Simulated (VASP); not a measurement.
## SiGeO4: relaxation of the atoms with PBE

The system is SiGeO4.

```
Si Ge O
1.0
     0.00000    3.74514    3.74514
     3.74514    0.00000    3.74514
     3.74514    3.74514    0.00000
Si Ge O
1 1 4
Direct
  0.75000 0.75000 0.75000
  0.50000 0.50000 0.50000
  0.11247 0.62918 0.62918
  0.62918 0.11247 0.62918
  0.62918 0.62918 0.11247
  0.62918 0.62918 0.62918
```

This cell differs from its parent crystal: volume scaled by 0.91.

* Program: VASP 6.6.1
* Task: relaxation of the atoms
* Functional: PBE
* Potentials or basis: VASP PAW PBE potentials, release 64 (Si, Ge_d, O)
* Cutoff: 520 eV
* k mesh: 6 × 6 × 6
* Occupations: gaussian, width 0.02 eV
* Spin: no spin polarisation
* Dipole correction: no
* Further INCAR settings: ALGO = Normal; EDIFF = 1e-06; IBRION = 2; EDIFFG = -0.01; NSW = 50

```yaml
Energy_gained_by_relaxing: 0.1 meV/atom
Ionic_steps: 3
Pressure_after_relaxing: 14.1 GPa
Band_gap_on_the_k_mesh: 4.99 eV, indirect (least direct gap 4.99 eV)
```

The path:
```tsv
step	energy change (eV)	largest force (eV/Å)	pressure (GPa)
1	0.0000	0.2015	14.08
2	0.0104	0.7394	14.02
3	-0.0008	0.0015	14.07
```

Final structure:
```xyz
6
Lattice="0.0000 3.7451 3.7451 3.7451 0.0000 3.7451 3.7451 3.7451 0.0000" Properties=species:S:1:pos:R:3 pbc="T T T"
Si    5.6177    5.6177    5.6177
Ge    3.7451    3.7451    3.7451
O     4.7115    2.7788    2.7788
O     2.7788    4.7115    2.7788
O     2.7788    2.7788    4.7115
O     4.7115    4.7115    4.7115
```

Levels at points of the mesh, in eV from the valence-band top:
| k point | band 17 | band 18 | band 19 | band 20 | band 21 | band 22 | band 23 | band 24 | band 25 |
| --- | --- | --- | --- | --- | --- | --- | --- | --- | --- |
| (0.00, 0.00, 0.00) | -1.63 | -1.63 | -0.01 | -0.01 | -0.01 | 4.99 | 7.58 | 8.98 | 8.98 |
| (0.50, 0.00, 0.00) | -1.84 | -1.84 | -0.71 | -0.71 | 0.00 | 6.78 | 7.93 | 8.69 | 10.41 |
| (0.50, 0.50, 0.00) | -2.31 | -1.54 | -0.87 | -0.48 | -0.48 | 7.73 | 8.07 | 9.13 | 10.88 |

Run time: 94 s on 1 thread of Intel(R) Xeon(R) Platinum 8259CL CPU @ 2.50GHz (Skylake/Cascade Lake) (shared host), peak memory 0.25 GiB.

 A k mesh can miss the band edges.
